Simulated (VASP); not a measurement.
# MgF2 (P4_2/mnm) in VASP: a series of runs

Runs on MgF2. Level: r2SCAN. Tasks: single point.

Everything below comes from runs of VASP 6.6.1. Logs are shortened: lines on timing, memory, paths and dates and some standing lists are left out, and cuts for length are marked.

**1. The cell of the first run**

The structure is tetragonal, space group P4_2/mnm (No. 136). Conventional cell: a = 4.483 Å, b = 4.483 Å, c = 2.955 Å, α = 90.00°, β = 90.00°, γ = 90.00°. Mg (site symmetry mmm) has 6 F at 1.91 to 1.94 Å within 2.5 Å. Within 2.6 Å of F (site symmetry m2m) lie 3 Mg at 1.91 to 1.94 Å and 1 F at 2.52 Å.

**2. Single point, r2SCAN (strain -3.0%)**

POSCAR reads:

```
MgF2
1.0
    4.4833555148      0.0000000000      0.0000000000
    0.0000000000      4.4833555148      0.0000000000
    0.0000000000      0.0000000000      2.9547284068
Mg F
2 4
Direct
    0.0000000000      0.0000000000      0.0000000000
    0.5000000000      0.5000000000      0.5000000000
    0.3014349717      0.3014349717      0.0000000000
    0.1985650283      0.8014349717      0.5000000000
    0.8014349717      0.1985650283      0.5000000000
    0.6985650283      0.6985650283      0.0000000000
```

INCAR.step1 reads:

```
SYSTEM = MgF2
ALGO = Normal
EDIFF = 1E-5
ENCUT = 660
GGA = PE
GGA_COMPAT = .False.
ISMEAR = 0
LASPH = .True.
LCHARG = .False.
LREAL = .False.
LWAVE = .True.
NBANDS = 25
NELM = 120
PREC = Accurate
SIGMA = 0.01
```

INCAR.step2 reads:

```
SYSTEM = MgF2
ALGO = Normal
EDIFF = 1E-6
ENCUT = 660
GGA_COMPAT = .False.
ISIF = 2
ISMEAR = 0
ISTART = 1
LASPH = .True.
LCHARG = .True.
LELF = .True.
LMIXTAU = .True.
LREAL = .False.
LVHAR = .True.
LWAVE = .False.
METAGGA = R2SCAN
NBANDS = 25
NELM = 120
PREC = Accurate
SIGMA = 0.01
```

KPOINTS reads:

```
k-points
0
Gamma
  6 6 8
  0 0 0
```

Potentials or basis: VASP PAW PBE potentials, release 64 (Mg, F).

Run with:

```
> cat potpaw_PBE.64/Mg/POTCAR potpaw_PBE.64/F/POTCAR > POTCAR
> cp INCAR.step1 INCAR
> mpirun -np 1 vasp_std > vasp.out
> cp INCAR.step2 INCAR
> mpirun -np 1 vasp_std > vasp.out
```

OUTCAR:

```text
SYSTEM = MgF2
   EDIFF = 1E-6
   ENCUT = 660
   ISIF = 2
   ISMEAR = 0
   ISTART = 1
   LASPH = .True.
   LREAL = .False.
   METAGGA = R2SCAN
   NELM = 120
   PREC = Accurate

 ion  position               nearest neighbor table
   1  0.000  0.000  0.000-   3 1.91   6 1.91   5 1.94   4 1.94   4 1.94   5 1.94   2 3.50   2 3.50
                             2 3.50   2 3.50   2 3.50   2 3.50   2 3.50   2 3.50
   2  0.500  0.500  0.500-   4 1.91   5 1.91   3 1.94   6 1.94   3 1.94   6 1.94   1 3.50   1 3.50
                             1 3.50   1 3.50   1 3.50   1 3.50   1 3.50   1 3.50
   3  0.301  0.301  0.000-   1 1.91   2 1.94   2 1.94
   4  0.199  0.801  0.500-   2 1.91   1 1.94   1 1.94
   5  0.801  0.199  0.500-   2 1.91   1 1.94   1 1.94
   6  0.699  0.699  0.000-   1 1.91   2 1.94   2 1.94

  LATTYP: Found a simple tetragonal cell.
 ALAT       =     4.4833555148
 C/A-ratio  =     0.6590439676

  Lattice vectors:

 A1 = (   4.4833555148,   0.0000000000,   0.0000000000)
 A2 = (   0.0000000000,   4.4833555148,   0.0000000000)
 A3 = (   0.0000000000,   0.0000000000,   2.9547284068)

Analysis of symmetry for initial positions (statically):
=====================================================================
 Subroutine PRICEL returns:
 Original cell was already a primitive cell.

 Routine SETGRP: Setting up the symmetry group for a
 simple tetragonal supercell.

 Subroutine GETGRP returns: Found 16 space group operations
 (whereof  8 operations were pure point group operations)
 out of a pool of 16 trial point group operations.

The static configuration has the point symmetry D_2h.
 The point group associated with its full space group is D_4h.

Analysis of symmetry for dynamics (positions and initial velocities):
=====================================================================
 Subroutine PRICEL returns:
 Original cell was already a primitive cell.

 Routine SETGRP: Setting up the symmetry group for a
 simple tetragonal supercell.

 Subroutine GETGRP returns: Found 16 space group operations
 (whereof  8 operations were pure point group operations)
 out of a pool of 16 trial point group operations.

The dynamic configuration has the point symmetry D_2h.
 The point group associated with its full space group is D_4h.

 Subroutine INISYM returns: Found 16 space group operations
 (whereof  8 operations are pure point group operations),
 and found     1 'primitive' translations

----------------------------------------------------------------------------------------

                                     Primitive cell

  volume of cell :      59.3914

  direct lattice vectors                    reciprocal lattice vectors
     4.483355515  0.000000000  0.000000000     0.223047224  0.000000000  0.000000000
     0.000000000  4.483355515  0.000000000     0.000000000  0.223047224  0.000000000
     0.000000000  0.000000000  2.954728407     0.000000000  0.000000000  0.338440581

  length of vectors
     4.483355515  4.483355515  2.954728407     0.223047224  0.223047224  0.338440581

  position of ions in fractional coordinates (direct lattice)
     0.000000000  0.000000000  0.000000000
     0.500000000  0.500000000  0.500000000
     0.301434972  0.301434972  0.000000000
     0.198565028  0.801434972  0.500000000
     0.801434972  0.198565028  0.500000000
     0.698565028  0.698565028  0.000000000

  ion indices of the primitive-cell ions
   primitive index   ion index
                 1           1
                 2           2
                 3           3
                 4           4
                 5           5
                 6           6

----------------------------------------------------------------------------------------

 KPOINTS: k-points

Automatic generation of k-mesh.
 Grid dimensions read from file:
 generate k-points for:    6    6    8

 Generating k-lattice:

  Cartesian coordinates                     Fractional coordinates (reciprocal lattice)
     0.037174537  0.000000000  0.000000000     0.166666667  0.000000000  0.000000000
     0.000000000  0.037174537  0.000000000     0.000000000  0.166666667  0.000000000
     0.000000000  0.000000000  0.042305073     0.000000000  0.000000000  0.125000000

  Length of vectors
     0.037174537  0.037174537  0.042305073

  Shift w.r.t. Gamma in fractional coordinates (k-lattice)
     0.000000000  0.000000000  0.000000000

 Subroutine IBZKPT returns following result:
 ===========================================

 Found     50 irreducible k-points:

 Following reciprocal coordinates:
            Coordinates               Weight
  0.000000  0.000000  0.000000      1.000000
  0.166667  0.000000  0.000000      4.000000
  0.333333  0.000000  0.000000      4.000000
  0.500000  0.000000  0.000000      2.000000
  0.166667  0.166667  0.000000      4.000000
  0.333333  0.166667  0.000000      8.000000
[... 16 lines left out ...]
  0.333333  0.000000  0.250000      8.000000
  0.500000  0.000000  0.250000      4.000000
 [... further k-points ...]
   k-points           NKPTS =     50   k-points in BZ     NKDIM =     50   number of bands    NBANDS=     25
   number of dos      NEDOS =    301   number of ions     NIONS =      6
   total plane-waves  NPLWV =  44800
   dimension x,y,z NGX =    40 NGY =   40 NGZ =   28
   dimension x,y,z NGXF=    80 NGYF=   80 NGZF=   56
   ions per type =               2   4
   NGX,Y,Z   is equivalent  to a cutoff of  14.83, 14.83, 15.75 a.u.
   NGXF,Y,Z  is equivalent  to a cutoff of  29.66, 29.66, 31.51 a.u.
 SYSTEM =  MgF2
   PREC   = accura    normal or accurate (medium, high low for compatibility)
   ISTART =      1    job   : 0-new  1-cont  2-samecut
   ICHARG =      0    charge: 1-file 2-atom 10-const
   ISPIN  =      1    spin polarized calculation?
   LNONCOLLINEAR =      F non collinear calculations
   LSORBIT =      F    spin-orbit coupling
   LASPH  =      T    aspherical Exc in radial PAW
   ENCUT  =  660.0 eV  48.51 Ry    6.96 a.u.   9.39  9.39  6.19*2*pi/ulx,y,z
   NELM   =    120;   NELMIN=  2; NELMDL=  0     # of ELM steps
   EDIFF  = 0.1E-05   stopping-criterion for ELM
   LREAL  =      F    real-space projection
[... 7 lines left out ...]
   TEBEG  =    0.0;   TEEND  =   0.0 temperature during run
   PSTRESS=    0.0 pullay stress
   NELECT =      32.0000    total number of electrons
   NUPDOWN=      -1.0000    fix difference up-down
   EMIN   =  10.00;   EMAX   =-10.00  energy-range for DOS
   EFERMI =   0.00;   METHOD = LEGACY
   ISMEAR =     0;   SIGMA  =   0.01  broadening in eV -4-tet -1-fermi 0-gaus
   EFERMI_NEDOS =   21; number of points for ismear=-14 and -15
   IALGO  =     38    algorithm
   IMIX   =      4    mixing-type and parameters
     AMIX     =   0.40;   BMIX     =  1.00
     AMIX_MAG =   1.60;   BMIX_MAG =  1.00
  volume/ion in A,a.u.               =       9.90        66.80
  Fermi-wavevector in a.u.,A,eV,Ry     =   1.332141  2.517381 24.144893  1.774600
  Thomas-Fermi vector in A             =   2.461098
   LORBIT       =      0    0 simple, 1 ext, 2 COOP (PROOUT), +10 PAW based schemes
   METAGGA = R2SCAN    functional components
   LHFCALC =     F    Hartree Fock is set to
   AEXX    =    0.0000 exact exchange contribution
   IVDW    =     0    specifies the selected vdW correction
   LEPSILON=     F    determine dielectric tensor
   LRPA    =     F    only Hartree local field effects (RPA)
 non-spin polarized calculation
 Gauss-broadening in eV      SIGMA  =   0.01
  energy-cutoff  :      660.00
  volume of cell :       59.39
 maximum number of plane-waves:      2308
 NGX is ok and might be reduce to    40
   NGX = 19   NGY = 19   NGZ = 13

 number of electron      31.9999973 magnetization

 Free energy of the ion-electron system (eV)
  ---------------------------------------------------
  ext. energy  EPLUGINS =         0.00000000
  ---------------------------------------------------
  free energy    TOTEN  =       -43.69539735 eV

  energy without entropy =      -43.69539735  energy(sigma->0) =      -43.69539735

 E-fermi :  -1.1404     XC(G=0): -10.7429

 val. band max:       -1.2611281005   @ k =   0.0000   0.0000   0.0000
 cond. band min:       7.4488499620   @ k =   0.0000   0.0000   0.0000
 fundamental gap:      8.7099780626
 Fermi energy:        -1.1403617893

 k-point     1 :       0.0000    0.0000    0.0000
  band No.  band energies     occupation
      1     -23.5005      2.00000
      2     -22.5414      2.00000
      3     -22.5414      2.00000
      4     -22.4162      2.00000
      5      -5.6886      2.00000
      6      -4.1937      2.00000
[... 17 lines left out ...]
     24      19.8681      0.00000
     25      19.8681      0.00000

 k-point     2 :       0.1667    0.0000    0.0000
  band No.  band energies     occupation
      1     -23.4468      2.00000
      2     -22.6409      2.00000
      3     -22.5265      2.00000
      4     -22.3939      2.00000
      5      -5.5756      2.00000
      6      -4.1273      2.00000
[... 17 lines left out ...]
     24      19.5345      0.00000
     25      19.8606      0.00000

 k-point     3 :       0.3333    0.0000    0.0000
  band No.  band energies     occupation
      1     -23.2965      2.00000
      2     -22.8436      2.00000
      3     -22.4868      2.00000
      4     -22.3984      2.00000
      5      -5.2836      2.00000
      6      -4.4400      2.00000
[... 552 lines left out ...]
 k-point    23 :       0.3333    0.0000    0.2500
  band No.  band energies     occupation
      1     -23.0926      2.00000
      2     -22.7406      2.00000
      3     -22.4700      2.00000
      4     -22.4321      2.00000
      5      -4.9548      2.00000
      6      -4.3047      2.00000
[... 17 lines left out ...]
     24      17.5631      0.00000
     25      18.2800      0.00000

 k-point    24 :       0.5000    0.0000    0.2500
  band No.  band energies     occupation
      1     -22.9224      2.00000
      2     -22.9224      2.00000
      3     -22.4473      2.00000
      4     -22.4473      2.00000
      5      -4.6379      2.00000
      6      -4.6379      2.00000
[... 17 lines left out ...]
     24      17.2690      0.00000
     25      18.5111      0.00000

 [... further k-points ...]

------------------------ aborting loop because EDIFF is reached ----------------------------------------

  FORCE on cell =-STRESS in cart. coord.  units (eV):
  Direction    XX          YY          ZZ          XY          YZ          ZX
  --------------------------------------------------------------------------------------
  -------------------------------------------------------------------------------------
  Total        3.6927724      3.6927724      3.9950841     -0.0000000      0.0000000      0.0000000
  in kB       99.6183161     99.6183161    107.7736480     -0.0000000      0.0000000      0.0000000
  external PRESSURE =     102.3367600 kB  Pullay stress =       0.0000000 kB

 VOLUME and BASIS-vectors are now :
 -----------------------------------------------------------------------------
  energy-cutoff  :      660.00
  volume of cell :       59.39
      direct lattice vectors                 reciprocal lattice vectors
     4.483355515  0.000000000  0.000000000     0.223047224  0.000000000  0.000000000
     0.000000000  4.483355515  0.000000000     0.000000000  0.223047224  0.000000000
     0.000000000  0.000000000  2.954728407     0.000000000  0.000000000  0.338440581

 POSITION                                       TOTAL-FORCE (eV/Angst)
 -----------------------------------------------------------------------------------
      0.00000      0.00000      0.00000         0.000000      0.000000      0.000000
      2.24168      2.24168      1.47736         0.000000      0.000000      0.000000
      1.35144      1.35144      0.00000         0.007512      0.007512      0.000000
      0.89024      3.59312      1.47736        -0.007512      0.007512      0.000000
      3.59312      0.89024      1.47736         0.007512     -0.007512      0.000000
      3.13192      3.13192      0.00000        -0.007512     -0.007512      0.000000
 -----------------------------------------------------------------------------------
    total drift:                                0.000000      0.000000      0.000000

  FREE ENERGIE OF THE ION-ELECTRON SYSTEM (eV)
  ---------------------------------------------------
  free  energy   TOTEN  =       -43.6953973517 eV

  energy  without entropy=      -43.6953973517  energy(sigma->0) =      -43.69539735
```

It took 3.1 min on 1 thread of Intel Xeon Platinum 8559C (Emerald Rapids), shared host; peak memory 0.26 GiB.

Results:

* Free energy: -43.6954 eV
* Pressure: 10.2 GPa
* Largest force: 0.011 eV/Å
* Band gap on the k mesh: 8.71 eV

Forces on the atoms (eV/Å):
```
Mg   0.000  0.000  0.000
Mg   0.000  0.000  0.000
F    0.008  0.008  0.000
F   -0.008  0.008  0.000
F    0.008 -0.008  0.000
F   -0.008 -0.008  0.000
```

Stress tensor (GPa, compression positive):
```
 9.96  0.00  0.00
 0.00  9.96  0.00
 0.00  0.00 10.78
```

Caveat: the cell differs from its parent crystal (strain -3.0%); the cell stands under pressure; the PAW data sets were made with another functional, which shifts forces and pressure a little. A k mesh can miss the band edges.

**3. Single point, r2SCAN (strain -2.0%)**

POSCAR reads:

```
MgF2
1.0
    4.5295756747      0.0000000000      0.0000000000
    0.0000000000      4.5295756747      0.0000000000
    0.0000000000      0.0000000000      2.9851895244
Mg F
2 4
Direct
    0.0000000000      0.0000000000      0.0000000000
    0.5000000000      0.5000000000      0.5000000000
    0.3018831708      0.3018831708      0.0000000000
    0.1981168292      0.8018831708      0.5000000000
    0.8018831708      0.1981168292      0.5000000000
    0.6981168292      0.6981168292      0.0000000000
```

INCAR.step1 reads:

```
  ALGO = Normal
  EDIFF = 1E-5
  ENCUT = 660
  GGA = PE
  GGA_COMPAT = False
  ISMEAR = 0
  LASPH = True
  LCHARG = False
  LREAL = False
  LWAVE = True
  NBANDS = 25
  NELM = 120
  PREC = Accurate
  SIGMA = 0.01
```

INCAR.step2 reads:

```
  ALGO = Normal
  EDIFF = 1E-6
  ENCUT = 660
  GGA_COMPAT = False
  ISIF = 2
  ISMEAR = 0
  ISTART = 1
  LASPH = True
  LCHARG = True
  LELF = True
  LMIXTAU = True
  LREAL = False
  LVHAR = True
  LWAVE = False
  METAGGA = R2SCAN
  NBANDS = 25
  NELM = 120
  PREC = Accurate
  SIGMA = 0.01
```

KPOINTS reads:

```
k-points
0
Gamma
  6 6 8
```

Potentials or basis: VASP PAW PBE potentials, release 64 (Mg, F).

Run with:

```
> cat potpaw_PBE.64/Mg/POTCAR potpaw_PBE.64/F/POTCAR > POTCAR
> cp INCAR.step1 INCAR
> mpirun -np 1 vasp_std > vasp.out
> cp INCAR.step2 INCAR
> mpirun -np 1 vasp_std > vasp.out
```

Wall time 3.1 min (1 thread of Intel Xeon Platinum 8559C (Emerald Rapids), shared host); peak memory 0.26 GiB.

It converged, with:

```yaml
Free_energy: -43.7958 eV
Pressure: 5.8 GPa
Largest_force: 0.009 eV/Å
Band_gap_on_the_k_mesh: 8.48 eV
```

Forces in eV/Å, atoms in the order of the input:
```
Mg   0.000  0.000  0.000
Mg   0.000  0.000  0.000
F    0.007  0.007  0.000
F   -0.007  0.007  0.000
F    0.007 -0.007  0.000
F   -0.007 -0.007  0.000
```

Stress tensor (GPa, compression positive):
```
5.61 0.00 0.00
0.00 5.61 0.00
0.00 0.00 6.12
```

Levels at points of the mesh, in eV from the valence-band top:
```tsv
k point	band 14	band 15	band 16	band 17	band 18	band 19
(0.00, 0.00, 0.00)	-0.34	-0.34	0.00	8.48	13.70	13.70
(0.50, 0.00, 0.00)	-1.02	-0.41	-0.41	10.98	10.98	15.02
(0.50, 0.50, 0.00)	-1.02	-0.87	-0.87	12.69	12.69	13.00
(0.00, 0.00, 0.50)	-1.30	-0.94	-0.94	13.42	13.42	16.54
(0.50, 0.00, 0.50)	-0.79	-0.74	-0.74	14.29	14.29	15.20
(0.50, 0.50, 0.50)	-0.69	-0.51	-0.51	14.65	14.65	15.21
```

Caveat: the cell differs from its parent crystal (strain -2.0%); the cell stands under pressure; the PAW data sets were made with another functional, which shifts forces and pressure a little.

(Part 1 of 2 ends here.)
